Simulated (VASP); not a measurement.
Wanted: the native input for a VASP 6.6.1 run.

| Quantity | Value |
| --- | --- |
| Task | single point |
| Functional | PBEsol |
| Dispersion | D3(BJ) |
| Potentials or basis | VASP PAW PBE potentials, release 64 (In_d, Sb) |
| Cutoff | 520 eV |
| k mesh | 12 × 12 × 12 |
| Occupations | gaussian, width 0.15 eV |
| Spin | no spin polarisation |
| Dipole correction | no |
| Further INCAR settings | ALGO = Normal; EDIFF = 1e-06; NBANDS = 22 |

The structure of InSb3 lies in POSCAR:

```
InSb3
1.0
    0.0000000000      3.6620664019      3.4423424178
    3.6620664019      0.0000000000      3.4423424178
    3.6620664019      3.6620664019      0.0000000000
In Sb
1 3
Direct
    0.0000000000      0.0000000000      0.0000000000
    0.2500000000      0.2500000000      0.2500000000
    0.7500000000      0.7500000000      0.7500000000
    0.5000000000      0.5000000000      0.5000000000
```

This cell differs from its parent crystal: strain -0.0600 x Voigt [0, 0, 1, 0, 0, 0].

One way to write it, as run:

INCAR

```
SYSTEM = InSb3
PREC = Accurate ; ENCUT = 520
EDIFF = 1E-6 ; ISMEAR = 0
SIGMA = 0.15 ; LREAL = .FALSE.
LASPH = .TRUE. ; NELM = 100
ALGO = Normal ; ISIF = 2
LWAVE = .FALSE. ; LCHARG = .FALSE.
GGA = PS ; IVDW = 12
NBANDS = 22
```

KPOINTS

```
Automatic mesh
0
G
  12 12 12
  0 0 0
```

Potentials or basis: VASP PAW PBE potentials, release 64 (In_d, Sb).

The run is started by

```bash
$ cat potpaw_PBE.64/In_d/POTCAR potpaw_PBE.64/Sb/POTCAR > POTCAR
$ mpirun -np 1 vasp_std > vasp.out
```

It gave:

```json
{
 "Pressure": "5.7 GPa",
 "Band gap on the k mesh": "zero (bands 14 and 15 overlap by 4.02 eV)",
 "Dispersion energy per atom": "-0.545 eV"
}
```

Caveat: the cell differs from its parent crystal (strain -0.0600 x Voigt [0, 0, 1, 0, 0, 0]); the cell stands under pressure; the PAW data sets were made with another functional, which shifts forces and pressure a little; spin-orbit coupling is left out, which moves the levels of the heavy elements.

It took 2.4 min on 1 thread of Intel(R) Xeon(R) 6975P-C (Granite Rapids), on a shared host, peak memory 0.47 GiB.
